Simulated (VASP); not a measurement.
# Pd (P6_3/mmc) in VASP: notebook, part 2 of 2

VASP 6.6.1. Earlier steps stand in the parts before.

## 3. Single point, PBE

Input file INCAR:

```
SYSTEM = Pd
ALGO = Normal
EDIFF = 1E-7
ENCUT = 520
GGA = PE
ISIF = 2
ISMEAR = -1
LASPH = .TRUE.
LCHARG = .FALSE.
LREAL = .FALSE.
LWAVE = .FALSE.
NBANDS = 17
NELM = 60
PREC = Accurate
SIGMA = 0.08
```

Input file KPOINTS:

```
k-points
0
G
  16 16 9
  0 0 0
```

Input file POSCAR:

```
Pd
1.0
    2.6831400963      0.0000000000      0.0000000000
   -1.3415700481      2.3236674853      0.0000000000
    0.0000000000      0.0000000000      4.4684194638
Pd
2
Direct
    0.3333333333      0.6666666667      0.2500000000
    0.6666666667      0.3333333333      0.7500000000
```

Potentials or basis: VASP PAW PBE potentials, release 64 (Pd).

Command:

```sh
> cat potpaw_PBE.64/Pd/POTCAR > POTCAR
> mpirun -np 1 vasp_std > vasp.out
```

OUTCAR:

```text
SYSTEM = Pd
   EDIFF = 1E-7
   ENCUT = 520
   GGA = PE
   ISIF = 2
   ISMEAR = -1
   LASPH = .TRUE.
   LREAL = .FALSE.
   NELM = 60
   PREC = Accurate

 ion  position               nearest neighbor table
   1  0.333  0.667  0.250-   2 2.72   2 2.72   2 2.72   2 2.72   2 2.72   2 2.72
   2  0.667  0.333  0.750-   1 2.72   1 2.72   1 2.72   1 2.72   1 2.72   1 2.72

  LATTYP: Found a hexagonal cell.
 ALAT       =     2.6831400963
 C/A-ratio  =     1.6653694192

  Lattice vectors:

 A1 = (   2.6831400963,   0.0000000000,   0.0000000000)
 A2 = (  -1.3415700481,   2.3236674853,   0.0000000000)
 A3 = (   0.0000000000,   0.0000000000,   4.4684194638)

Analysis of symmetry for initial positions (statically):
=====================================================================
 Subroutine PRICEL returns:
 Original cell was already a primitive cell.

 Routine SETGRP: Setting up the symmetry group for a
 hexagonal supercell.

 Subroutine GETGRP returns: Found 24 space group operations
 (whereof 12 operations were pure point group operations)
 out of a pool of 24 trial point group operations.

The static configuration has the point symmetry D_3d.
 The point group associated with its full space group is D_6h.

Analysis of symmetry for dynamics (positions and initial velocities):
=====================================================================
 Subroutine PRICEL returns:
 Original cell was already a primitive cell.

 Routine SETGRP: Setting up the symmetry group for a
 hexagonal supercell.

 Subroutine GETGRP returns: Found 24 space group operations
 (whereof 12 operations were pure point group operations)
 out of a pool of 24 trial point group operations.

The dynamic configuration has the point symmetry D_3d.
 The point group associated with its full space group is D_6h.

 Subroutine INISYM returns: Found 24 space group operations
 (whereof 12 operations are pure point group operations),
 and found     1 'primitive' translations

----------------------------------------------------------------------------------------

                                     Primitive cell

  volume of cell :      27.8594

  direct lattice vectors                    reciprocal lattice vectors
     2.683140096  0.000000000  0.000000000     0.372697647  0.215177087  0.000000000
    -1.341570048  2.323667485  0.000000000     0.000000000  0.430354173  0.000000000
     0.000000000  0.000000000  4.468419464     0.000000000  0.000000000  0.223792777

  length of vectors
     2.683140096  2.683140096  4.468419464     0.430354173  0.430354173  0.223792777

  position of ions in fractional coordinates (direct lattice)
     0.333333333  0.666666667  0.250000000
     0.666666667  0.333333333  0.750000000

  ion indices of the primitive-cell ions
   primitive index   ion index
                 1           1
                 2           2

----------------------------------------------------------------------------------------

 KPOINTS: k-points

Automatic generation of k-mesh.
 Grid dimensions read from file:
 generate k-points for:   16   16    9

 Generating k-lattice:

  Cartesian coordinates                     Fractional coordinates (reciprocal lattice)
     0.023293603  0.013448568  0.000000000     0.062500000  0.000000000  0.000000000
     0.000000000  0.026897136  0.000000000     0.000000000  0.062500000  0.000000000
     0.000000000  0.000000000  0.024865864     0.000000000  0.000000000  0.111111111

  Length of vectors
     0.026897136  0.026897136  0.024865864

  Shift w.r.t. Gamma in fractional coordinates (k-lattice)
     0.000000000  0.000000000  0.000000000

 Subroutine IBZKPT returns following result:
 ===========================================

 Found    150 irreducible k-points:

 Following reciprocal coordinates:
            Coordinates               Weight
  0.000000  0.000000  0.000000      1.000000
  0.062500  0.000000  0.000000      6.000000
  0.125000  0.000000  0.000000      6.000000
  0.187500  0.000000  0.000000      6.000000
  0.250000  0.000000  0.000000      6.000000
  0.312500  0.000000  0.000000      6.000000
[... 16 lines left out ...]
  0.187500  0.187500  0.000000      6.000000
  0.250000  0.187500  0.000000     12.000000
 [... further k-points ...]
   k-points           NKPTS =    150   k-points in BZ     NKDIM =    150   number of bands    NBANDS=     17
   number of dos      NEDOS =    301   number of ions     NIONS =      2
   total plane-waves  NPLWV =  14400
   dimension x,y,z NGX =    20 NGY =   20 NGZ =   36
   dimension x,y,z NGXF=    40 NGYF=   40 NGZF=   72
   ions per type =               2
   NGX,Y,Z   is equivalent  to a cutoff of  12.39, 12.39, 13.39 a.u.
   NGXF,Y,Z  is equivalent  to a cutoff of  24.78, 24.78, 26.79 a.u.
 SYSTEM =  Pd
   PREC   = accura    normal or accurate (medium, high low for compatibility)
   ISTART =      0    job   : 0-new  1-cont  2-samecut
   ICHARG =      2    charge: 1-file 2-atom 10-const
   ISPIN  =      1    spin polarized calculation?
   LNONCOLLINEAR =      F non collinear calculations
   LSORBIT =      F    spin-orbit coupling
   LASPH  =      T    aspherical Exc in radial PAW
   ENCUT  =  520.0 eV  38.22 Ry    6.18 a.u.   4.99  4.99  8.31*2*pi/ulx,y,z
   NELM   =     60;   NELMIN=  2; NELMDL= -5     # of ELM steps
   EDIFF  = 0.1E-06   stopping-criterion for ELM
   LREAL  =      F    real-space projection
   EDIFFG = 0.1E-05   stopping-criterion for IOM
   NSW    =      0    number of steps for IOM
   IBRION =     -1    ionic relax: 0-MD 1-quasi-New 2-CG
   NFREE  =      0    steps in history (QN), initial steepest desc. (CG)
   ISIF   =      2    stress and relaxation
   ISYM   =      2    0-nonsym 1-usesym 2-fastsym
   POTIM  = 0.5000    time-step for ionic-motion
   TEBEG  =    0.0;   TEEND  =   0.0 temperature during run
   PSTRESS=    0.0 pullay stress
   NELECT =      20.0000    total number of electrons
   NUPDOWN=      -1.0000    fix difference up-down
   EMIN   =  10.00;   EMAX   =-10.00  energy-range for DOS
   EFERMI =   0.00;   METHOD = LEGACY
   ISMEAR =    -1;   SIGMA  =   0.08  broadening in eV -4-tet -1-fermi 0-gaus
   EFERMI_NEDOS =   21; number of points for ismear=-14 and -15
   IALGO  =     38    algorithm
   IMIX   =      4    mixing-type and parameters
     AMIX     =   0.40;   BMIX     =  1.00
     AMIX_MAG =   1.60;   BMIX_MAG =  1.00
  volume/ion in A,a.u.               =      13.93        94.00
  Fermi-wavevector in a.u.,A,eV,Ry     =   1.465866  2.770086 29.235716  2.148764
  Thomas-Fermi vector in A             =   2.581672
   LORBIT       =      0    0 simple, 1 ext, 2 COOP (PROOUT), +10 PAW based schemes
   GGA     = PE    functional components
   LHFCALC =     F    Hartree Fock is set to
   AEXX    =    0.0000 exact exchange contribution
   IVDW    =     0    specifies the selected vdW correction
   LEPSILON=     F    determine dielectric tensor
   LRPA    =     F    only Hartree local field effects (RPA)
 non-spin polarized calculation
  energy-cutoff  :      520.00
  volume of cell :       27.86
 maximum number of plane-waves:       766
 NGX is ok and might be reduce to    20
   NGX =  9   NGY =  9   NGZ = 17

 number of electron      19.9999997 magnetization

 Free energy of the ion-electron system (eV)
  ---------------------------------------------------
  ext. energy  EPLUGINS =         0.00000000
  ---------------------------------------------------
  free energy    TOTEN  =       -10.24194419 eV

  energy without entropy =      -10.15336416  energy(sigma->0) =      -10.19765418

 E-fermi :  10.8066     XC(G=0): -13.5436

 val. band max:       10.8060952792   @ k =   0.4375   0.0625   0.1111
 cond. band min:      10.8074576260   @ k =   0.4375   0.0000   0.4444
 fundamental gap:      0.0013623468
 Fermi energy:        10.8066193289

 k-point     1 :       0.0000    0.0000    0.0000
  band No.  band energies     occupation
      1       3.1896      2.00000
      2       5.0153      2.00000
      3       7.5508      2.00000
      4       7.7754      2.00000
      5       7.7754      2.00000
      6       8.1686      2.00000
[... 9 lines left out ...]
     16      30.5719      0.00000
     17      33.9749      0.00000

 k-point     2 :       0.0625    0.0000    0.0000
  band No.  band energies     occupation
      1       3.3250      2.00000
      2       5.1146      2.00000
      3       7.4578      2.00000
      4       7.8514      2.00000
      5       7.8699      2.00000
      6       8.1203      2.00000
[... 9 lines left out ...]
     16      30.5812      0.00000
     17      33.0751      0.00000
[... 421 lines left out ...]
 k-point    24 :       0.2500    0.1875    0.0000
  band No.  band energies     occupation
      1       6.0865      2.00000
      2       6.0919      2.00000
      3       6.2106      2.00000
      4       6.9247      2.00000
      5       7.5192      2.00000
      6       8.1309      2.00000
[... 9 lines left out ...]
     16      27.2361      0.00000
     17      28.8497      0.00000

 [... further k-points ...]
[... 5 lines left out ...]
  --------------------------------------------------------------------------------------
  -------------------------------------------------------------------------------------
  Total        3.7724431      3.7724431      3.7583725      0.0000000     -0.0000000      0.0000000
  in kB      216.9511791    216.9511791    216.1419854      0.0000000     -0.0000000      0.0000000
  external PRESSURE =     216.6814479 kB  Pullay stress =       0.0000000 kB

 VOLUME and BASIS-vectors are now :
 -----------------------------------------------------------------------------
  energy-cutoff  :      520.00
  volume of cell :       27.86
      direct lattice vectors                 reciprocal lattice vectors
     2.683140096  0.000000000  0.000000000     0.372697647  0.215177087  0.000000000
    -1.341570048  2.323667485  0.000000000     0.000000000  0.430354173  0.000000000
     0.000000000  0.000000000  4.468419464     0.000000000  0.000000000  0.223792777

 POSITION                                       TOTAL-FORCE (eV/Angst)
 -----------------------------------------------------------------------------------
     -0.00000      1.54911      1.11710         0.000000      0.000000      0.000000
      1.34157      0.77456      3.35131        -0.000000     -0.000000      0.000000
 -----------------------------------------------------------------------------------
    total drift:                                0.000000     -0.000000      0.000000

  FREE ENERGIE OF THE ION-ELECTRON SYSTEM (eV)
  ---------------------------------------------------
  free  energy   TOTEN  =       -10.2419441940 eV

  energy  without entropy=      -10.1533641626  energy(sigma->0) =      -10.19765418
```

It took 68 s on 1 thread of Intel Xeon Platinum 8259CL at 2.50GHz (Skylake/Cascade Lake), shared host; peak memory 0.18 GiB.

Results:

```yaml
Free_energy: -10.2419 eV
Pressure: 21.7 GPa
Band_gap_on_the_k_mesh: zero (band 10 reaches 11.03 eV, above the bottom of band 11 at 10.11 eV)
```

Stress tensor (GPa, compression positive):
```
21.70  0.00  0.00
 0.00 21.70  0.00
 0.00  0.00 21.61
```
